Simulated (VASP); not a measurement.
# TiSi16 (a cell with a defect) in VASP: relaxation of the atoms with PBE

Aim: the relaxation of the atoms of TiSi16 (a cell with a defect) with PBE.

Program: VASP 6.6.1. These are calculated values, not measurements. Logs are shortened: lines on timing, memory, paths and dates and some standing lists are left out, and cuts for length are marked.

### 1 The cell of the first run

The cell holds a defect, 17 atoms: a = 7.679 Å, b = 7.679 Å, c = 7.679 Å, α = 60.00°, β = 60.00°, γ = 60.00°.

### 2 Relaxation of the atoms, PBE

Contents of INCAR:

```
SYSTEM = TiSi16
PREC = Accurate
ENCUT = 450
EDIFF = 1E-7
ISMEAR = 0
SIGMA = 0.02
LREAL = .False.
LASPH = .True.
NELM = 120
ALGO = Normal
ISIF = 2
LWAVE = .False.
LCHARG = .False.
GGA = PE
IBRION = 2
NSW = 80
EDIFFG = -0.03
GGA_COMPAT = .False.
NELMIN = 4
```

Contents of KPOINTS:

```
Automatic mesh
0
Gamma
  2 2 2
  0 0 0
```

Contents of POSCAR:

```
TiSi16
1.0
    0.0000000000      5.4300000000      5.4300000000
    5.4300000000      0.0000000000      5.4300000000
    5.4300000000      5.4300000000      0.0000000000
Si Ti
16 1
Direct
    0.0000000000      0.0000000000      0.0000000000
    0.1250000000      0.1250000000      0.1250000000
    0.0000000000      0.0000000000      0.5000000000
    0.1250000000      0.1250000000      0.6250000000
    0.0000000000      0.5000000000      0.0000000000
    0.1250000000      0.6250000000      0.1250000000
    0.0000000000      0.5000000000      0.5000000000
    0.1250000000      0.6250000000      0.6250000000
    0.5000000000      0.0000000000      0.0000000000
    0.6250000000      0.1250000000      0.1250000000
    0.5000000000      0.0000000000      0.5000000000
    0.6250000000      0.1250000000      0.6250000000
    0.5000000000      0.5000000000      0.0000000000
    0.6250000000      0.6250000000      0.1250000000
    0.5000000000      0.5000000000      0.5000000000
    0.6250000000      0.6250000000      0.6250000000
    0.3069901500      1.0711862600      0.8087066700
```

Potentials or basis: VASP PAW PBE potentials, release 64 (Si, Ti_sv).

Launch:

```
cat potpaw_PBE.64/Si/POTCAR potpaw_PBE.64/Ti_sv/POTCAR > POTCAR
mpirun -np 1 vasp_std > vasp.out
```

OUTCAR:

```text
SYSTEM = TiSi16
   PREC = Accurate
   ENCUT = 450
   EDIFF = 1E-7
   ISMEAR = 0
   LREAL = .False.
   LASPH = .True.
   NELM = 120
   ISIF = 2
   GGA = PE
   IBRION = 2
   NSW = 80
   EDIFFG = -0.03
   NELMIN = 4

 ion  position               nearest neighbor table
   1  0.000  0.000  0.000-  17 2.24   4 2.35   6 2.35  10 2.35   2 2.35
   2  0.125  0.125  0.125-  17 2.25   3 2.35   5 2.35   9 2.35   1 2.35
   3  0.000  0.000  0.500-   2 2.35   4 2.35   8 2.35  12 2.35
   4  0.125  0.125  0.625-  17 2.22   3 2.35   7 2.35  11 2.35   1 2.35
   5  0.000  0.500  0.000-   2 2.35   6 2.35   8 2.35  14 2.35
   6  0.125  0.625  0.125-   1 2.35   5 2.35   7 2.35  13 2.35
   7  0.000  0.500  0.500-   4 2.35   6 2.35   8 2.35  16 2.35
   8  0.125  0.625  0.625-   3 2.35   5 2.35   7 2.35  15 2.35
   9  0.500  0.000  0.000-  17 2.28  10 2.35  12 2.35  14 2.35   2 2.35
  10  0.625  0.125  0.125-   1 2.35   9 2.35  11 2.35  13 2.35
  11  0.500  0.000  0.500-  17 2.26  10 2.35  12 2.35  16 2.35   4 2.35
  12  0.625  0.125  0.625-  17 2.26   9 2.35  11 2.35  15 2.35   3 2.35
  13  0.500  0.500  0.000-   6 2.35  10 2.35  14 2.35  16 2.35
  14  0.625  0.625  0.125-   5 2.35   9 2.35  13 2.35  15 2.35
  15  0.500  0.500  0.500-   8 2.35  12 2.35  14 2.35  16 2.35
  16  0.625  0.625  0.625-   7 2.35  11 2.35  13 2.35  15 2.35
  17  0.307  0.071  0.809-   4 2.22   1 2.24   2 2.25  11 2.26  12 2.26   9 2.28

  LATTYP: Found a face centered cubic cell.
 ALAT       =    10.8600000000

  Lattice vectors:

 A1 = (   0.0000000000,   5.4300000000,   5.4300000000)
 A2 = (   5.4300000000,   0.0000000000,   5.4300000000)
 A3 = (   5.4300000000,   5.4300000000,   0.0000000000)

Analysis of symmetry for initial positions (statically):
=====================================================================
 Subroutine PRICEL returns:
 Original cell was already a primitive cell.

 Routine SETGRP: Setting up the symmetry group for a
 face centered cubic supercell.

 Subroutine GETGRP returns: Found  1 space group operations
 (whereof  1 operations were pure point group operations)
 out of a pool of 48 trial point group operations.

The static configuration has the point symmetry C_1 .

Analysis of symmetry for dynamics (positions and initial velocities):
=====================================================================
 Subroutine PRICEL returns:
 Original cell was already a primitive cell.

 Routine SETGRP: Setting up the symmetry group for a
 face centered cubic supercell.

 Subroutine GETGRP returns: Found  1 space group operations
 (whereof  1 operations were pure point group operations)
 out of a pool of 48 trial point group operations.

The dynamic configuration has the point symmetry C_1 .

 Subroutine INISYM returns: Found  1 space group operations
 (whereof  1 operations are pure point group operations),
 and found     1 'primitive' translations

----------------------------------------------------------------------------------------

                                     Primitive cell

  volume of cell :     320.2060

  direct lattice vectors                    reciprocal lattice vectors
     0.000000000  5.430000000  5.430000000    -0.092081031  0.092081031  0.092081031
     5.430000000  0.000000000  5.430000000     0.092081031 -0.092081031  0.092081031
     5.430000000  5.430000000  0.000000000     0.092081031  0.092081031 -0.092081031

  length of vectors
     7.679179644  7.679179644  7.679179644     0.159489025  0.159489025  0.159489025

  position of ions in fractional coordinates (direct lattice)
     0.000000000  0.000000000  0.000000000
     0.125000000  0.125000000  0.125000000
     0.000000000  0.000000000  0.500000000
     0.125000000  0.125000000  0.625000000
     0.000000000  0.500000000  0.000000000
     0.125000000  0.625000000  0.125000000
[... 9 lines left out ...]
     0.625000000  0.625000000  0.625000000
     0.306990150  0.071186260  0.808706670

  ion indices of the primitive-cell ions
   primitive index   ion index
                 1           1
                 2           2
                 3           3
                 4           4
                 5           5
                 6           6
[... 9 lines left out ...]
                16          16
                17          17

----------------------------------------------------------------------------------------

 KPOINTS: Automatic mesh

Automatic generation of k-mesh.
 Grid dimensions read from file:
 generate k-points for:    2    2    2

 Generating k-lattice:

  Cartesian coordinates                     Fractional coordinates (reciprocal lattice)
    -0.046040516  0.046040516  0.046040516     0.500000000  0.000000000  0.000000000
     0.046040516 -0.046040516  0.046040516     0.000000000  0.500000000  0.000000000
     0.046040516  0.046040516 -0.046040516     0.000000000  0.000000000  0.500000000

  Length of vectors
     0.079744512  0.079744512  0.079744512

  Shift w.r.t. Gamma in fractional coordinates (k-lattice)
     0.000000000  0.000000000  0.000000000

 Subroutine IBZKPT returns following result:
 ===========================================

 Found      8 irreducible k-points:

 Following reciprocal coordinates:
            Coordinates               Weight
  0.000000  0.000000  0.000000      1.000000
  0.500000  0.000000  0.000000      1.000000
  0.000000  0.500000  0.000000      1.000000
  0.000000  0.000000  0.500000      1.000000
  0.500000  0.500000  0.500000      1.000000
  0.500000  0.500000  0.000000      1.000000
  0.000000  0.500000  0.500000      1.000000
  0.500000  0.000000  0.500000      1.000000
   k-points           NKPTS =      8   k-points in BZ     NKDIM =      8   number of bands    NBANDS=     47
   number of dos      NEDOS =    301   number of ions     NIONS =     17
   total plane-waves  NPLWV = 157464
   dimension x,y,z NGX =    54 NGY =   54 NGZ =   54
   dimension x,y,z NGXF=   108 NGYF=  108 NGZF=  108
   ions per type =              16   1
   NGX,Y,Z   is equivalent  to a cutoff of  11.69, 11.69, 11.69 a.u.
   NGXF,Y,Z  is equivalent  to a cutoff of  23.38, 23.38, 23.38 a.u.
 SYSTEM =  TiSi16
   PREC   = accura    normal or accurate (medium, high low for compatibility)
   ISTART =      0    job   : 0-new  1-cont  2-samecut
   ICHARG =      2    charge: 1-file 2-atom 10-const
   ISPIN  =      1    spin polarized calculation?
   LNONCOLLINEAR =      F non collinear calculations
   LSORBIT =      F    spin-orbit coupling
   LASPH  =      T    aspherical Exc in radial PAW
   ENCUT  =  450.0 eV  33.07 Ry    5.75 a.u.  13.28 13.28 13.28*2*pi/ulx,y,z
   NELM   =    120;   NELMIN=  4; NELMDL= -5     # of ELM steps
   EDIFF  = 0.1E-06   stopping-criterion for ELM
   LREAL  =      F    real-space projection
   EDIFFG = -.3E-01   stopping-criterion for IOM
   NSW    =     80    number of steps for IOM
   IBRION =      2    ionic relax: 0-MD 1-quasi-New 2-CG
   NFREE  =      1    steps in history (QN), initial steepest desc. (CG)
   ISIF   =      2    stress and relaxation
   ISYM   =      2    0-nonsym 1-usesym 2-fastsym
   POTIM  = 0.5000    time-step for ionic-motion
   TEBEG  =    0.0;   TEEND  =   0.0 temperature during run
   PSTRESS=    0.0 pullay stress
   NELECT =      76.0000    total number of electrons
   NUPDOWN=      -1.0000    fix difference up-down
   EMIN   =  10.00;   EMAX   =-10.00  energy-range for DOS
   EFERMI =   0.00;   METHOD = LEGACY
   ISMEAR =     0;   SIGMA  =   0.02  broadening in eV -4-tet -1-fermi 0-gaus
   EFERMI_NEDOS =   21; number of points for ismear=-14 and -15
   IALGO  =     38    algorithm
   IMIX   =      4    mixing-type and parameters
     AMIX     =   0.40;   BMIX     =  1.00
     AMIX_MAG =   1.60;   BMIX_MAG =  1.00
  volume/ion in A,a.u.               =      18.84       127.11
  Fermi-wavevector in a.u.,A,eV,Ry     =   1.013607  1.915439 13.978610  1.027399
  Thomas-Fermi vector in A             =   2.146786
   LORBIT       =      0    0 simple, 1 ext, 2 COOP (PROOUT), +10 PAW based schemes
   GGA     = PE    functional components
   LHFCALC =     F    Hartree Fock is set to
   AEXX    =    0.0000 exact exchange contribution
   IVDW    =     0    specifies the selected vdW correction
   LEPSILON=     F    determine dielectric tensor
   LRPA    =     F    only Hartree local field effects (RPA)
 conjugate gradient relaxation of ions
 non-spin polarized calculation
 Gauss-broadening in eV      SIGMA  =   0.02
  energy-cutoff  :      450.00
  volume of cell :      320.21
 maximum number of plane-waves:      6958
 NGX is ok and might be reduce to    54
   NGX = 27   NGY = 27   NGZ = 27

--------------------------------------- Ionic step        1  -------------------------------------------

 number of electron      76.0000002 magnetization

 Free energy of the ion-electron system (eV)
  ---------------------------------------------------
  ext. energy  EPLUGINS =         0.00000000
  ---------------------------------------------------
  free energy    TOTEN  =       -88.96100096 eV

  energy without entropy =      -88.95471230  energy(sigma->0) =      -88.95785663

------------------------ aborting loop because EDIFF is reached ----------------------------------------

  FORCE on cell =-STRESS in cart. coord.  units (eV):
  Direction    XX          YY          ZZ          XY          YZ          ZX
  --------------------------------------------------------------------------------------
  -------------------------------------------------------------------------------------
  Total       18.2505477     18.2541433     18.2535725      3.8710337      3.8395058     -3.7981768
  in kB       91.3181278     91.3361188     91.3332630     19.3690378     19.2112855    -19.0044926
  external PRESSURE =      91.3291699 kB  Pullay stress =       0.0000000 kB
[... 134 lines left out ...]
  FREE ENERGIE OF THE ION-ELECTRON SYSTEM (eV)
  ---------------------------------------------------
  free  energy   TOTEN  =       -90.2627715848 eV

  energy  without entropy=      -90.2627505847  energy(sigma->0) =      -90.26276108

[... ionic steps 4 to 47 ...]

--------------------------------------- Ionic step       48  -------------------------------------------

 number of electron      76.0000003 magnetization

------------------------ aborting loop because EDIFF is reached ----------------------------------------

  FORCE on cell =-STRESS in cart. coord.  units (eV):
  Direction    XX          YY          ZZ          XY          YZ          ZX
  --------------------------------------------------------------------------------------
  -------------------------------------------------------------------------------------
  Total        8.0057934      8.0078833      8.0110643      0.1909038      0.1648821     -0.1460141
  in kB       40.0576510     40.0681078     40.0840241      0.9552030      0.8250013     -0.7305937
  external PRESSURE =      40.0699277 kB  Pullay stress =       0.0000000 kB
[... 87 lines left out ...]
  energy  without entropy=      -92.1884950096  energy(sigma->0) =      -92.19076062

--------------------------------------- Ionic step       50  -------------------------------------------

 number of electron      76.0000002 magnetization

 Free energy of the ion-electron system (eV)
  ---------------------------------------------------
  ext. energy  EPLUGINS =         0.00000000
  ---------------------------------------------------
  free energy    TOTEN  =       -92.19368996 eV

  energy without entropy =      -92.18911905  energy(sigma->0) =      -92.19140451

 E-fermi :   6.9415     XC(G=0):  -9.7516

 val. band max:        6.8917428292   @ k =   0.0000   0.5000   0.5000
 cond. band min:       6.9429973876   @ k =   0.0000   0.5000   0.0000
 fundamental gap:      0.0512545585
 Fermi energy:         6.9415472132

 k-point     1 :       0.0000    0.0000    0.0000
  band No.  band energies     occupation
      1     -49.8839      2.00000
      2     -26.2645      2.00000
      3     -26.2563      2.00000
      4     -26.2512      2.00000
      5      -5.7201      2.00000
      6      -3.5120      2.00000
[... 433 lines left out ...]
  FREE ENERGIE OF THE ION-ELECTRON SYSTEM (eV)
  ---------------------------------------------------
  free  energy   TOTEN  =       -92.1936899579 eV

  energy  without entropy=      -92.1891190525  energy(sigma->0) =      -92.19140451

 reached required accuracy - stopping structural energy minimisation
```

Run time: 68 min. Hardware: 1 thread of Intel Xeon Platinum 8488C (Sapphire Rapids), shared host; peak memory 0.44 GiB.

Results:

* Free energy: -92.1937 eV
* Energy gained by relaxing: 190.2 meV/atom
* Ionic steps: 50
* Pressure after relaxing: 4.0 GPa
* Largest force after relaxing: 0.026 eV/Å
* Band gap on the k mesh: zero (bands 38 and 39 overlap by 0.42 eV)

Forces in eV/Å, atoms in the order of the input:
```
Si  -0.010  0.007 -0.001
Si   0.015 -0.004  0.014
Si   0.003  0.000  0.002
Si  -0.006 -0.025 -0.001
Si  -0.005  0.015 -0.015
Si   0.004 -0.003  0.020
Si  -0.015  0.000 -0.014
Si  -0.006  0.008 -0.006
Si  -0.006  0.006 -0.007
Si   0.002  0.003  0.005
Si  -0.004  0.005 -0.009
Si   0.019 -0.014  0.006
Si  -0.015  0.014 -0.015
Si   0.008 -0.014  0.009
Si  -0.015  0.014 -0.007
Si   0.018 -0.005  0.006
Ti   0.013 -0.008  0.015
```

Stress tensor (GPa, compression positive):
```
 4.01  0.13 -0.09
 0.13  4.01  0.11
-0.09  0.11  4.01
```

Step by step:
| step | energy change (eV) | largest force (eV/Å) | pressure (GPa) |
| --- | --- | --- | --- |
| 1 | 0.0000 | 3.7070 | 9.13 |
| 3 | -1.3018 | 0.9423 | 7.41 |
| 5 | -1.3707 | 0.4474 | 7.28 |
| 7 | -1.4015 | 0.3213 | 7.15 |
| 9 | -1.4334 | 0.4278 | 6.97 |
| 11 | -1.4790 | 0.3325 | 6.77 |
| 13 | -1.6100 | 1.5453 | 5.53 |
| 15 | -1.6403 | 1.7238 | 5.41 |
| 17 | -1.7298 | 1.5456 | 4.47 |
| 19 | -1.8615 | 1.3013 | 4.10 |
| 21 | -1.9857 | 1.2392 | 3.59 |
| 23 | -2.2922 | 1.1319 | 3.06 |
| 25 | -2.3444 | 1.6224 | 2.96 |
| 27 | -2.5602 | 1.4710 | 3.06 |
| 29 | -2.5985 | 1.4398 | 3.19 |
| 31 | -2.8631 | 0.8240 | 3.43 |
| 33 | -2.9467 | 0.6822 | 3.46 |
| 35 | -3.0535 | 0.6763 | 3.46 |
| 37 | -3.1104 | 0.3488 | 3.63 |
| 39 | -3.1791 | 0.5389 | 3.90 |
| 41 | -3.2119 | 0.2491 | 3.94 |
| 43 | -3.2228 | 0.1735 | 3.97 |
| 45 | -3.2277 | 0.1063 | 4.00 |
| 47 | -3.2305 | 0.1003 | 4.01 |
| 49 | -3.2320 | 0.0657 | 4.01 |
| 50 | -3.2327 | 0.0261 | 4.01 |

Final structure:
```
Si Ti
1.0
     0.00000    5.43000    5.43000
     5.43000    0.00000    5.43000
     5.43000    5.43000    0.00000
Si Ti
16 1
Direct
  0.99853 0.98759 0.00672
  0.12502 0.10890 0.14159
  0.00340 0.98781 0.50399
  0.12471 0.10883 0.62435
  0.00059 0.49160 0.00686
  0.13155 0.61347 0.12739
  0.00066 0.49134 0.50077
  0.12465 0.62548 0.62478
  0.50702 0.98738 0.00734
  0.62579 0.12259 0.12573
  0.50673 0.98749 0.49830
  0.64120 0.10894 0.62502
  0.50218 0.49320 0.00221
  0.62725 0.61347 0.12736
  0.50666 0.49176 0.50067
  0.62729 0.61346 0.63165
  0.25376 0.23787 0.75399
```

Caveat: the k points lie up to 0.50 Å⁻¹ apart.
